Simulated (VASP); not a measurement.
# PbS (P6_3mc) in VASP: single point with PBE

Aim: the single point of PbS with PBE.

Program: VASP 6.6.1. These are calculated values, not measurements. Logs are shortened: lines on timing, memory, paths and dates and some standing lists are left out, and cuts for length are marked.

## 1. The cell of the first run

The structure is hexagonal, space group P6_3mc (No. 186). Conventional cell: a = 4.503 Å, b = 4.503 Å, c = 7.409 Å, α = 90.00°, β = 90.00°, γ = 120.00°. Within 3.6 Å of Pb (site symmetry 3m) lie 4 S at 2.76 Å. Within 3.6 Å of S (site symmetry 3m) lie 4 Pb at 2.76 Å.

## 2. Single point, PBE

File INCAR:

```
ALGO = Normal
EDIFF = 1E-6
ENCUT = 520
GGA = PE
ISIF = 2
ISMEAR = 0
LASPH = True
LCHARG = False
LREAL = False
LWAVE = False
NBANDS = 28
NELM = 80
PREC = Accurate
SIGMA = 0.1
```

File KPOINTS:

```
k-points
0
Gamma
  6 6 4
```

File POSCAR:

```
PbS
1.0
    4.5030000000      0.0000000000      0.0000000000
   -2.2515000000      3.8997123900      0.0000000000
    0.0000000000      0.0000000000      7.4088481300
Pb S
2 2
Direct
    0.3333333300      0.6666666700      0.3731349300
    0.6666666700      0.3333333300      0.8731349300
    0.3333333300      0.6666666700      0.0000000000
    0.6666666700      0.3333333300      0.5000000000
```

Potentials or basis: VASP PAW PBE potentials, release 64 (Pb_d, S).

The run is started by

```console
> cat potpaw_PBE.64/Pb_d/POTCAR potpaw_PBE.64/S/POTCAR > POTCAR
> mpirun -np 1 vasp_std > vasp.out
```

OUTCAR:

```text
EDIFF = 1E-6
   ENCUT = 520
   GGA = PE
   ISIF = 2
   ISMEAR = 0
   LASPH = True
   LREAL = False
   NELM = 80
   PREC = Accurate

 ion  position               nearest neighbor table
   1  0.333  0.667  0.373-   4 2.76   4 2.76   3 2.76   4 2.76
   2  0.667  0.333  0.873-   3 2.76   3 2.76   4 2.76   3 2.76
   3  0.333  0.667  0.000-   2 2.76   2 2.76   1 2.76   2 2.76
   4  0.667  0.333  0.500-   1 2.76   1 2.76   2 2.76   1 2.76

  LATTYP: Found a hexagonal cell.
 ALAT       =     4.5030000000
 C/A-ratio  =     1.6453138197

  Lattice vectors:

 A1 = (   4.5030000000,   0.0000000000,   0.0000000000)
 A2 = (  -2.2515000000,   3.8997123900,   0.0000000000)
 A3 = (   0.0000000000,   0.0000000000,   7.4088481300)

Analysis of symmetry for initial positions (statically):
=====================================================================
 Subroutine PRICEL returns:
 Original cell was already a primitive cell.

 Routine SETGRP: Setting up the symmetry group for a
 hexagonal supercell.

 Subroutine GETGRP returns: Found 12 space group operations
 (whereof  6 operations were pure point group operations)
 out of a pool of 24 trial point group operations.

The static configuration has the point symmetry C_3v.
 The point group associated with its full space group is C_6v.

Analysis of symmetry for dynamics (positions and initial velocities):
=====================================================================
 Subroutine PRICEL returns:
 Original cell was already a primitive cell.

 Routine SETGRP: Setting up the symmetry group for a
 hexagonal supercell.

 Subroutine GETGRP returns: Found 12 space group operations
 (whereof  6 operations were pure point group operations)
 out of a pool of 24 trial point group operations.

The dynamic configuration has the point symmetry C_3v.
 The point group associated with its full space group is C_6v.

 Subroutine INISYM returns: Found 12 space group operations
 (whereof  6 operations are pure point group operations),
 and found     1 'primitive' translations

----------------------------------------------------------------------------------------

                                     Primitive cell

  volume of cell :     130.1024

  direct lattice vectors                    reciprocal lattice vectors
     4.503000000  0.000000000  0.000000000     0.222074173  0.128214584  0.000000000
    -2.251500000  3.899712390  0.000000000     0.000000000  0.256429167  0.000000000
     0.000000000  0.000000000  7.408848130     0.000000000  0.000000000  0.134973748

  length of vectors
     4.503000000  4.502999997  7.408848130     0.256429167  0.256429167  0.134973748

  position of ions in fractional coordinates (direct lattice)
     0.333333330  0.666666670  0.373134930
     0.666666670  0.333333330  0.873134930
     0.333333330  0.666666670  0.000000000
     0.666666670  0.333333330  0.500000000

  ion indices of the primitive-cell ions
   primitive index   ion index
                 1           1
                 2           2
                 3           3
                 4           4

----------------------------------------------------------------------------------------

 KPOINTS: k-points

Automatic generation of k-mesh.
 Grid dimensions read from file:
 generate k-points for:    6    6    4

 Generating k-lattice:

  Cartesian coordinates                     Fractional coordinates (reciprocal lattice)
     0.037012362  0.021369097  0.000000000     0.166666667  0.000000000  0.000000000
     0.000000000  0.042738195  0.000000000     0.000000000  0.166666667  0.000000000
     0.000000000  0.000000000  0.033743437     0.000000000  0.000000000  0.250000000

  Length of vectors
     0.042738194  0.042738195  0.033743437

  Shift w.r.t. Gamma in fractional coordinates (k-lattice)
     0.000000000  0.000000000  0.000000000

 Subroutine IBZKPT returns following result:
 ===========================================

 Found     21 irreducible k-points:

 Following reciprocal coordinates:
            Coordinates               Weight
  0.000000  0.000000  0.000000      1.000000
  0.166667  0.000000  0.000000      6.000000
  0.333333  0.000000  0.000000      6.000000
  0.500000  0.000000  0.000000      3.000000
  0.166667  0.166667  0.000000      6.000000
  0.333333  0.166667  0.000000     12.000000
[... 13 lines left out ...]
  0.333333  0.166667  0.500000     12.000000
  0.333333  0.333333  0.500000      2.000000
   k-points           NKPTS =     21   k-points in BZ     NKDIM =     21   number of bands    NBANDS=     28
   number of dos      NEDOS =    301   number of ions     NIONS =      4
   total plane-waves  NPLWV =  72576
   dimension x,y,z NGX =    36 NGY =   36 NGZ =   56
   dimension x,y,z NGXF=    72 NGYF=   72 NGZF=  112
   ions per type =               2   2
   NGX,Y,Z   is equivalent  to a cutoff of  13.29, 13.29, 12.57 a.u.
   NGXF,Y,Z  is equivalent  to a cutoff of  26.58, 26.58, 25.13 a.u.
 SYSTEM =  unknown system
   PREC   = accura    normal or accurate (medium, high low for compatibility)
   ISTART =      0    job   : 0-new  1-cont  2-samecut
   ICHARG =      2    charge: 1-file 2-atom 10-const
   ISPIN  =      1    spin polarized calculation?
   LNONCOLLINEAR =      F non collinear calculations
   LSORBIT =      F    spin-orbit coupling
   LASPH  =      T    aspherical Exc in radial PAW
   ENCUT  =  520.0 eV  38.22 Ry    6.18 a.u.   8.37  8.37 13.78*2*pi/ulx,y,z
   NELM   =     80;   NELMIN=  2; NELMDL= -5     # of ELM steps
   EDIFF  = 0.1E-05   stopping-criterion for ELM
   LREAL  =      F    real-space projection
   EDIFFG = 0.1E-04   stopping-criterion for IOM
   NSW    =      0    number of steps for IOM
   IBRION =     -1    ionic relax: 0-MD 1-quasi-New 2-CG
   NFREE  =      0    steps in history (QN), initial steepest desc. (CG)
   ISIF   =      2    stress and relaxation
   ISYM   =      2    0-nonsym 1-usesym 2-fastsym
   POTIM  = 0.5000    time-step for ionic-motion
   TEBEG  =    0.0;   TEEND  =   0.0 temperature during run
   PSTRESS=    0.0 pullay stress
   NELECT =      40.0000    total number of electrons
   NUPDOWN=      -1.0000    fix difference up-down
   EMIN   =  10.00;   EMAX   =-10.00  energy-range for DOS
   EFERMI =   0.00;   METHOD = LEGACY
   ISMEAR =     0;   SIGMA  =   0.10  broadening in eV -4-tet -1-fermi 0-gaus
   EFERMI_NEDOS =   21; number of points for ismear=-14 and -15
   IALGO  =     38    algorithm
   IMIX   =      4    mixing-type and parameters
     AMIX     =   0.40;   BMIX     =  1.00
     AMIX_MAG =   1.60;   BMIX_MAG =  1.00
  volume/ion in A,a.u.               =      32.53       219.49
  Fermi-wavevector in a.u.,A,eV,Ry     =   1.104926  2.088007 16.610821  1.220861
  Thomas-Fermi vector in A             =   2.241406
   LORBIT       =      0    0 simple, 1 ext, 2 COOP (PROOUT), +10 PAW based schemes
   GGA     = PE    functional components
   LHFCALC =     F    Hartree Fock is set to
   AEXX    =    0.0000 exact exchange contribution
   IVDW    =     0    specifies the selected vdW correction
   LEPSILON=     F    determine dielectric tensor
   LRPA    =     F    only Hartree local field effects (RPA)
 non-spin polarized calculation
 Gauss-broadening in eV      SIGMA  =   0.10
  energy-cutoff  :      520.00
  volume of cell :      130.10
 maximum number of plane-waves:      3532
 NGX is ok and might be reduce to    36
   NGX = 17   NGY = 17   NGZ = 27

 number of electron      40.0000008 magnetization

 Free energy of the ion-electron system (eV)
  ---------------------------------------------------
  ext. energy  EPLUGINS =         0.00000000
  ---------------------------------------------------
  free energy    TOTEN  =       -16.76203929 eV

  energy without entropy =      -16.76203929  energy(sigma->0) =      -16.76203929

 E-fermi :   4.2428     XC(G=0):  -8.3708

 val. band max:        3.7577442896   @ k =   0.3333   0.3333   0.0000
 cond. band min:       5.5300482064   @ k =   0.5000   0.0000   0.5000
 fundamental gap:      1.7723039168
 Fermi energy:         4.2428045989

 k-point     1 :       0.0000    0.0000    0.0000
  band No.  band energies     occupation
      1     -12.9327      2.00000
      2     -12.8760      2.00000
      3     -12.8727      2.00000
      4     -12.8727      2.00000
      5     -12.8640      2.00000
      6     -12.8640      2.00000
[... 20 lines left out ...]
     27       9.1474      0.00000
     28      10.9850      0.00000

 k-point     2 :       0.1667    0.0000    0.0000
  band No.  band energies     occupation
      1     -12.9415      2.00000
      2     -12.8888      2.00000
      3     -12.8708      2.00000
      4     -12.8673      2.00000
      5     -12.8572      2.00000
      6     -12.8570      2.00000
[... 20 lines left out ...]
     27       9.8970      0.00000
     28      10.3581      0.00000

 k-point     3 :       0.3333    0.0000    0.0000
  band No.  band energies     occupation
      1     -12.9583      2.00000
      2     -12.9200      2.00000
      3     -12.8627      2.00000
      4     -12.8596      2.00000
      5     -12.8441      2.00000
      6     -12.8433      2.00000
[... 20 lines left out ...]
     27       9.4040      0.00000
     28      10.7464      0.00000

 k-point     4 :       0.5000    0.0000    0.0000
  band No.  band energies     occupation
      1     -12.9661      2.00000
      2     -12.9357      2.00000
      3     -12.8592      2.00000
      4     -12.8575      2.00000
      5     -12.8383      2.00000
      6     -12.8364      2.00000
[... 485 lines left out ...]
     27      10.7708      0.00000
     28      10.7708      0.00000

 k-point    20 :       0.3333    0.1667    0.5000
  band No.  band energies     occupation
      1     -12.9477      2.00000
      2     -12.9477      2.00000
      3     -12.8521      2.00000
      4     -12.8521      2.00000
      5     -12.8476      2.00000
      6     -12.8476      2.00000
[... 20 lines left out ...]
     27      10.7328      0.00000
     28      10.7328      0.00000

 k-point    21 :       0.3333    0.3333    0.5000
  band No.  band energies     occupation
      1     -12.9491      2.00000
      2     -12.9491      2.00000
      3     -12.8502      2.00000
      4     -12.8502      2.00000
      5     -12.8473      2.00000
      6     -12.8473      2.00000
[... 20 lines left out ...]
     27      10.3613      0.00000
     28      10.3613      0.00000

------------------------ aborting loop because EDIFF is reached ----------------------------------------

  FORCE on cell =-STRESS in cart. coord.  units (eV):
  Direction    XX          YY          ZZ          XY          YZ          ZX
  --------------------------------------------------------------------------------------
  -------------------------------------------------------------------------------------
  Total        4.1303718      4.1303718      3.5185680      0.0000000      0.0000000     -0.0000000
  in kB       50.8644688     50.8644688     43.3302623      0.0000000      0.0000000     -0.0000000
  external PRESSURE =      48.3530666 kB  Pullay stress =       0.0000000 kB

 VOLUME and BASIS-vectors are now :
 -----------------------------------------------------------------------------
  energy-cutoff  :      520.00
  volume of cell :      130.10
      direct lattice vectors                 reciprocal lattice vectors
     4.503000000  0.000000000  0.000000000     0.222074173  0.128214584  0.000000000
    -2.251500000  3.899712390  0.000000000     0.000000000  0.256429167  0.000000000
     0.000000000  0.000000000  7.408848130     0.000000000  0.000000000  0.134973748

 POSITION                                       TOTAL-FORCE (eV/Angst)
 -----------------------------------------------------------------------------------
     -0.00000      2.59981      2.76450         0.000000      0.000000     -0.018449
      2.25150      1.29990      6.46892        -0.000000     -0.000000     -0.018449
     -0.00000      2.59981      0.00000        -0.000000     -0.000000      0.018449
      2.25150      1.29990      3.70442         0.000000      0.000000      0.018449
 -----------------------------------------------------------------------------------
    total drift:                                0.000006     -0.000004      0.000333

  FREE ENERGIE OF THE ION-ELECTRON SYSTEM (eV)
  ---------------------------------------------------
  free  energy   TOTEN  =       -16.7620392877 eV

  energy  without entropy=      -16.7620392877  energy(sigma->0) =      -16.76203929
```

Run time: 45 s. Hardware: 1 thread of AMD EPYC 9R45 (Zen 5), shared host; peak memory 0.24 GiB.

What came out:

| Property | Result |
| --- | --- |
| Free energy | -16.7620 eV |
| Pressure | 4.8 GPa |
| Largest force | 0.018 eV/Å |
| Band gap on the k mesh | 1.77 eV, indirect (least direct gap 1.96 eV) |

Forces on the atoms (eV/Å):
```
Pb   0.000  0.000 -0.018
Pb   0.000  0.000 -0.018
S    0.000  0.000  0.018
S    0.000  0.000  0.018
```

Stress tensor (GPa, compression positive):
```
5.09 0.00 0.00
0.00 5.09 0.00
0.00 0.00 4.33
```

Caveat: spin-orbit coupling is left out, which moves the levels of the heavy elements. A k mesh can miss the band edges.
